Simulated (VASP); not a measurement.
A run of VASP 6.6.1:

File INCAR:

```
ALGO = Normal ; EDIFF = 1E-7
ENCUT = 520 ; GGA = PS
ISIF = 2 ; ISMEAR = 0
LASPH = True ; LCHARG = False
LREAL = False ; LWAVE = False
NBANDS = 69 ; NELM = 60
PREC = Accurate ; SIGMA = 0.15
```

The input KPOINTS:

```
k-points
0
Gamma
  9 9 5
```

File POSCAR:

```
Ta4C3
1.0
    0.0000000000     -4.4026022057      0.0000000000
    0.0000000000      0.0000000000     -4.4026022057
    9.8052044115      0.0000000000      0.0000000000
Ta C
8 6
Direct
    0.5000000000      0.5000000000      0.7857616768
    0.5000000000      0.5000000000      0.3367550044
    1.0000000000      0.5000000000      0.1122516681
    1.0000000000      0.5000000000      0.5612583406
    0.5000000000      1.0000000000      0.1122516681
    0.5000000000      1.0000000000      0.5612583406
    0.0000000000      0.0000000000      0.3367550044
    0.0000000000      0.0000000000      0.7857616768
    0.0000000000      1.0000000000      0.1122516681
    0.0000000000      1.0000000000      0.5612583406
    0.5000000000      1.0000000000      0.7857616768
    0.5000000000      1.0000000000      0.3367550044
    0.0000000000      0.5000000000      0.7857616768
    0.0000000000      0.5000000000      0.3367550044
```

Potentials or basis: VASP PAW PBE potentials, release 64 (Ta_pv, C).

Launch:

```bash
$ cat potpaw_PBE.64/Ta_pv/POTCAR potpaw_PBE.64/C/POTCAR > POTCAR
$ mpirun -np 1 vasp_std > vasp.out
```

Hardware: 1 thread of Intel(R) Xeon(R) 6975P-C (Granite Rapids), on a shared host.

Question: How long does it take, and how much memory?

Answer: Wall time 6.1 min on 1 thread of Intel(R) Xeon(R) 6975P-C (Granite Rapids) (shared host), peak memory 0.58 GiB. Counts: scf iterations 19, k points 45.
